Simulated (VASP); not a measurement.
# SiNi (P4/mmm) in VASP: further runs

The runs below take SiNi through single point, with PBE.

Program: VASP 6.6.1. These are calculated values, not measurements. Logs are shortened: lines on timing, memory, paths and dates and some standing lists are left out, and cuts for length are marked.

## 1. The cell of the first run

Symmetry: P4/mmm, No. 123, tetragonal system. The conventional cell has a = 2.467 Å, b = 2.467 Å, c = 3.996 Å, α = 90.00°, β = 90.00°, γ = 90.00°. Within 3.3 Å of Si (site symmetry 4/mmm) lie 4 Si at 2.47 Å and 8 Ni at 2.65 Å. Ni (site symmetry 4/mmm) has 4 Ni at 2.47 Å and 8 Si at 2.65 Å within 3.3 Å.

The cell was built from a structure type or drawn by symmetry, and may not be a known phase.

## 2. Single point, PBE, collinear spin, ferromagnetic start

Input file INCAR:

```
SYSTEM = SiNi
PREC     = Accurate       ! precision mode
ENCUT    = 520            ! plane-wave cutoff, eV
EDIFF    = 1E-6           ! SCF threshold, eV
ISMEAR   = 0              ! smearing method
SIGMA    = 0.1            ! smearing width, eV
LREAL    = .FALSE.        ! projectors in reciprocal space
LASPH    = .TRUE.         ! aspherical terms in the spheres
NELM     = 150            ! most SCF steps
ALGO     = Normal         ! electronic algorithm
ISIF     = 2              ! what is computed and relaxed
LWAVE    = .FALSE.        ! write WAVECAR
LCHARG   = .FALSE.        ! write CHGCAR
ISPIN    = 2              ! spin polarisation
MAGMOM   = 0 2            ! initial moments
LORBIT   = 11             ! projections on sites
LMAXMIX  = 4              ! l up to which the mixer works
GGA      = PE             ! functional
NBANDS   = 18             ! bands
```

Input file KPOINTS:

```
Automatic mesh
0
G
  8 8 4
  0 0 0
```

Input file POSCAR:

```
SiNi
1.0
    2.4668442600      0.0000000000      0.0000000000
    0.0000000000      2.4668442600      0.0000000000
    0.0000000000      0.0000000000      3.9964446000
Si Ni
1 1
Direct
    0.0000000000      0.0000000000      0.0000000000
    0.5000000000      0.5000000000      0.5000000000
```

Potentials or basis: VASP PAW PBE potentials, release 64 (Si, Ni).

Command:

```sh
$ cat potpaw_PBE.64/Si/POTCAR potpaw_PBE.64/Ni/POTCAR > POTCAR
$ mpirun -np 1 vasp_std > vasp.out
```

OUTCAR:

```text
SYSTEM = SiNi
   PREC = Accurate
   ENCUT = 520
   EDIFF = 1E-6
   ISMEAR = 0
   LREAL = .FALSE.
   LASPH = .TRUE.
   NELM = 150
   ISIF = 2
   ISPIN = 2
   LORBIT = 11
   GGA = PE

 ion  position               nearest neighbor table
   1  0.000  0.000  0.000-   2 2.65   2 2.65   2 2.65   2 2.65   2 2.65   2 2.65   2 2.65   2 2.65

   2  0.500  0.500  0.500-   1 2.65   1 2.65   1 2.65   1 2.65   1 2.65   1 2.65   1 2.65   1 2.65

  LATTYP: Found a simple tetragonal cell.
 ALAT       =     2.4668442600
 C/A-ratio  =     1.6200636030

  Lattice vectors:

 A1 = (   2.4668442600,   0.0000000000,   0.0000000000)
 A2 = (   0.0000000000,   2.4668442600,   0.0000000000)
 A3 = (   0.0000000000,   0.0000000000,   3.9964446000)

Analysis of symmetry for initial positions (statically):
=====================================================================
 Subroutine PRICEL returns:
 Original cell was already a primitive cell.

 Routine SETGRP: Setting up the symmetry group for a
 simple tetragonal supercell.

 Subroutine GETGRP returns: Found 16 space group operations
 (whereof 16 operations were pure point group operations)
 out of a pool of 16 trial point group operations.

The static configuration has the point symmetry D_4h.

Analysis of symmetry for dynamics (positions and initial velocities):
=====================================================================
 Subroutine PRICEL returns:
 Original cell was already a primitive cell.

 Routine SETGRP: Setting up the symmetry group for a
 simple tetragonal supercell.

 Subroutine GETGRP returns: Found 16 space group operations
 (whereof 16 operations were pure point group operations)
 out of a pool of 16 trial point group operations.

The dynamic configuration has the point symmetry D_4h.

Analysis of structural, dynamic, and magnetic symmetry:
=====================================================================
 Subroutine PRICEL returns:
 Original cell was already a primitive cell.

 Routine SETGRP: Setting up the symmetry group for a
 simple tetragonal supercell.

 Subroutine GETGRP returns: Found 16 space group operations
 (whereof 16 operations were pure point group operations)
 out of a pool of 16 trial point group operations.

The overall configuration has the point symmetry D_4h.

 Subroutine INISYM returns: Found 16 space group operations
 (whereof 16 operations are pure point group operations),
 and found     1 'primitive' translations

----------------------------------------------------------------------------------------

                                     Primitive cell

  volume of cell :      24.3196

  direct lattice vectors                    reciprocal lattice vectors
     2.466844260  0.000000000  0.000000000     0.405376219  0.000000000  0.000000000
     0.000000000  2.466844260  0.000000000     0.000000000  0.405376219  0.000000000
     0.000000000  0.000000000  3.996444600     0.000000000  0.000000000  0.250222410

  length of vectors
     2.466844260  2.466844260  3.996444600     0.405376219  0.405376219  0.250222410

  position of ions in fractional coordinates (direct lattice)
     0.000000000  0.000000000  0.000000000
     0.500000000  0.500000000  0.500000000

  ion indices of the primitive-cell ions
   primitive index   ion index
                 1           1
                 2           2

----------------------------------------------------------------------------------------

 KPOINTS: Automatic mesh

Automatic generation of k-mesh.
 Grid dimensions read from file:
 generate k-points for:    8    8    4

 Generating k-lattice:

  Cartesian coordinates                     Fractional coordinates (reciprocal lattice)
     0.050672027  0.000000000  0.000000000     0.125000000  0.000000000  0.000000000
     0.000000000  0.050672027  0.000000000     0.000000000  0.125000000  0.000000000
     0.000000000  0.000000000  0.062555603     0.000000000  0.000000000  0.250000000

  Length of vectors
     0.050672027  0.050672027  0.062555603

  Shift w.r.t. Gamma in fractional coordinates (k-lattice)
     0.000000000  0.000000000  0.000000000

 Subroutine IBZKPT returns following result:
 ===========================================

 Found     45 irreducible k-points:

 Following reciprocal coordinates:
            Coordinates               Weight
  0.000000  0.000000  0.000000      1.000000
  0.125000  0.000000  0.000000      4.000000
  0.250000  0.000000  0.000000      4.000000
  0.375000  0.000000  0.000000      4.000000
  0.500000  0.000000  0.000000      2.000000
  0.125000  0.125000  0.000000      4.000000
[... 16 lines left out ...]
  0.375000  0.125000  0.250000     16.000000
  0.500000  0.125000  0.250000      8.000000
 [... further k-points ...]
   k-points           NKPTS =     45   k-points in BZ     NKDIM =     45   number of bands    NBANDS=     18
   number of dos      NEDOS =    301   number of ions     NIONS =      2
   total plane-waves  NPLWV =   9720
   dimension x,y,z NGX =    18 NGY =   18 NGZ =   30
   dimension x,y,z NGXF=    36 NGYF=   36 NGZF=   60
   ions per type =               1   1
   NGX,Y,Z   is equivalent  to a cutoff of  12.13, 12.13, 12.48 a.u.
   NGXF,Y,Z  is equivalent  to a cutoff of  24.26, 24.26, 24.96 a.u.
 SYSTEM =  SiNi
   PREC   = accura    normal or accurate (medium, high low for compatibility)
   ISTART =      0    job   : 0-new  1-cont  2-samecut
   ICHARG =      2    charge: 1-file 2-atom 10-const
   ISPIN  =      2    spin polarized calculation?
   LNONCOLLINEAR =      F non collinear calculations
   LSORBIT =      F    spin-orbit coupling
   LASPH  =      T    aspherical Exc in radial PAW
   ENCUT  =  520.0 eV  38.22 Ry    6.18 a.u.   4.59  4.59  7.43*2*pi/ulx,y,z
   NELM   =    150;   NELMIN=  2; NELMDL= -5     # of ELM steps
   EDIFF  = 0.1E-05   stopping-criterion for ELM
   LREAL  =      F    real-space projection
[... 7 lines left out ...]
   TEBEG  =    0.0;   TEEND  =   0.0 temperature during run
   PSTRESS=    0.0 pullay stress
   NELECT =      14.0000    total number of electrons
   NUPDOWN=      -1.0000    fix difference up-down
   EMIN   =  10.00;   EMAX   =-10.00  energy-range for DOS
   EFERMI =   0.00;   METHOD = LEGACY
   ISMEAR =     0;   SIGMA  =   0.10  broadening in eV -4-tet -1-fermi 0-gaus
   EFERMI_NEDOS =   21; number of points for ismear=-14 and -15
   IALGO  =     38    algorithm
   IMIX   =      4    mixing-type and parameters
     AMIX     =   0.40;   BMIX     =  1.00
     AMIX_MAG =   1.60;   BMIX_MAG =  1.00
  volume/ion in A,a.u.               =      12.16        82.06
  Fermi-wavevector in a.u.,A,eV,Ry     =   1.361858  2.573538 25.234135  1.854657
  Thomas-Fermi vector in A             =   2.488398
   LORBIT       =     11    0 simple, 1 ext, 2 COOP (PROOUT), +10 PAW based schemes
   GGA     = PE    functional components
   LHFCALC =     F    Hartree Fock is set to
   AEXX    =    0.0000 exact exchange contribution
   IVDW    =     0    specifies the selected vdW correction
   LEPSILON=     F    determine dielectric tensor
   LRPA    =     F    only Hartree local field effects (RPA)
 spin polarized calculation
 Gauss-broadening in eV      SIGMA  =   0.10
  energy-cutoff  :      520.00
  volume of cell :       24.32
 maximum number of plane-waves:       671
   NGX =  9   NGY =  9   NGZ = 15

 number of electron      14.0000012 magnetization       0.1729298

 Free energy of the ion-electron system (eV)
  ---------------------------------------------------
  ext. energy  EPLUGINS =         0.00000000
  ---------------------------------------------------
  free energy    TOTEN  =       -11.04108346 eV

  energy without entropy =      -11.03192569  energy(sigma->0) =      -11.03650458

 E-fermi :  10.5528     XC(G=0): -12.2582

 val. band max:       10.5491183701   @ k =   0.5000   0.2500   0.5000
 cond. band min:      10.5666326306   @ k =   0.5000   0.3750   0.2500
 fundamental gap:      0.0175142605
 Fermi energy:        10.5528028543

 spin component 1

 k-point     1 :       0.0000    0.0000    0.0000
  band No.  band energies     occupation
      1      -3.0413      1.00000
      2       6.1471      1.00000
      3       6.2417      1.00000
      4       7.2192      1.00000
      5       9.2719      1.00000
      6       9.2719      1.00000
[... 10 lines left out ...]
     17      31.9586      0.00000
     18      31.9586      0.00000
[... 463 lines left out ...]
 k-point    24 :       0.5000    0.1250    0.2500
  band No.  band energies     occupation
      1       2.8683      1.00000
      2       3.7063      1.00000
      3       6.7103      1.00000
      4       7.7359      1.00000
      5       8.8882      1.00000
      6       8.9145      1.00000
[... 10 lines left out ...]
     17      33.6176      0.00000
     18      33.6485      0.00000

 [... further k-points ...]

 spin component 2

 k-point     1 :       0.0000    0.0000    0.0000
  band No.  band energies     occupation
      1      -3.0241      1.00000
      2       6.2316      1.00000
      3       6.2326      1.00000
      4       7.4860      1.00000
      5       9.4057      1.00000
      6       9.4057      1.00000
[... 10 lines left out ...]
     17      31.9806      0.00000
     18      31.9806      0.00000
[... 463 lines left out ...]
 k-point    24 :       0.5000    0.1250    0.2500
  band No.  band energies     occupation
      1       2.8925      1.00000
      2       3.7357      1.00000
      3       6.7564      1.00000
      4       7.9427      1.00000
      5       9.0048      1.00000
      6       9.0150      1.00000
[... 10 lines left out ...]
     17      33.6321      0.00000
     18      33.6868      0.00000

 [... further k-points ...]

------------------------ aborting loop because EDIFF is reached ----------------------------------------

  FORCE on cell =-STRESS in cart. coord.  units (eV):
  Direction    XX          YY          ZZ          XY          YZ          ZX
  --------------------------------------------------------------------------------------
  -------------------------------------------------------------------------------------
  Total        0.7633527      0.7633527     -4.0753912      0.0000000      0.0000000      0.0000000
  in kB       50.2896460     50.2896460   -268.4866092      0.0000000      0.0000000      0.0000000
  external PRESSURE =     -55.9691057 kB  Pullay stress =       0.0000000 kB

 VOLUME and BASIS-vectors are now :
 -----------------------------------------------------------------------------
  energy-cutoff  :      520.00
  volume of cell :       24.32
      direct lattice vectors                 reciprocal lattice vectors
     2.466844260  0.000000000  0.000000000     0.405376219  0.000000000  0.000000000
     0.000000000  2.466844260  0.000000000     0.000000000  0.405376219  0.000000000
     0.000000000  0.000000000  3.996444600     0.000000000  0.000000000  0.250222410

 POSITION                                       TOTAL-FORCE (eV/Angst)
 -----------------------------------------------------------------------------------
      0.00000      0.00000      0.00000         0.000000      0.000000      0.000000
      1.23342      1.23342      1.99822         0.000000      0.000000      0.000000
 -----------------------------------------------------------------------------------
    total drift:                                0.000000     -0.000000     -0.000000

  FREE ENERGIE OF THE ION-ELECTRON SYSTEM (eV)
  ---------------------------------------------------
  free  energy   TOTEN  =       -11.0410834632 eV

  energy  without entropy=      -11.0319256893  energy(sigma->0) =      -11.03650458

 total charge

# of ion       s       p       d       tot
------------------------------------------
    1        0.733   0.831   0.000   1.564
    2        0.425   0.450   8.450   9.325
--------------------------------------------------
tot          1.158   1.281   8.450  10.888

 magnetization (x)

# of ion       s       p       d       tot
------------------------------------------
    1        0.005   0.008   0.000   0.013
    2       -0.001  -0.002   0.161   0.158
--------------------------------------------------
tot          0.004   0.006   0.161   0.171
```

It took 20 s on 1 thread of Intel Xeon Platinum 8559C (Emerald Rapids), shared host; peak memory 0.16 GiB.

What came out:

* Free energy: -11.0411 eV
* Pressure: -5.6 GPa
* Net moment: 0.17 μB per cell
* Site moments: Si +0.01; Ni +0.16 μB
* Valence electrons inside the program's atomic spheres: Si 1.56; Ni 9.32

Stress tensor (GPa, compression positive):
```
  5.03   0.00   0.00
  0.00   5.03   0.00
  0.00   0.00 -26.85
```

Levels at points of the mesh, in eV from the Fermi level:
Spin up:
```tsv
k point	band 4	band 5	band 6	band 7	band 8	band 9	band 10	band 11
(0.00, 0.00, 0.00)	-3.33	-1.28	-1.28	-0.60	0.94	8.13	8.46	8.46
(0.50, 0.00, 0.00)	-2.98	-1.47	-1.10	-0.13	2.70	3.22	3.80	6.97
(0.50, 0.50, 0.00)	-2.80	-2.80	-2.58	-0.15	1.14	2.84	4.71	8.66
(0.00, 0.00, 0.50)	-2.72	-1.36	-1.36	-0.60	7.47	7.86	9.56	9.56
(0.50, 0.00, 0.50)	-3.49	-2.10	-1.46	-1.14	-0.86	1.85	11.77	12.28
(0.50, 0.50, 0.50)	-1.48	-0.42	-0.15	0.50	0.50	1.19	3.03	3.03
```
Spin down:
| k point | band 5 | band 6 | band 7 | band 8 | band 9 | band 10 |
| --- | --- | --- | --- | --- | --- | --- |
| (0.00, 0.00, 0.00) | -1.15 | -1.15 | -0.50 | 1.05 | 8.20 | 8.49 |
| (0.50, 0.00, 0.00) | -1.38 | -0.96 | 0.10 | 2.70 | 3.24 | 3.86 |
| (0.50, 0.50, 0.00) | -2.69 | -2.47 | 0.19 | 1.19 | 2.93 | 4.70 |
| (0.00, 0.00, 0.50) | -1.23 | -1.23 | -0.50 | 7.48 | 7.91 | 9.59 |
| (0.50, 0.00, 0.50) | -1.95 | -1.37 | -1.01 | -0.73 | 2.04 | 11.78 |
| (0.50, 0.50, 0.50) | -0.41 | 0.19 | 0.60 | 0.60 | 1.20 | 3.03 |

Caveat: the k points lie up to 0.39 Å⁻¹ apart.

[end of part 1 of 2]
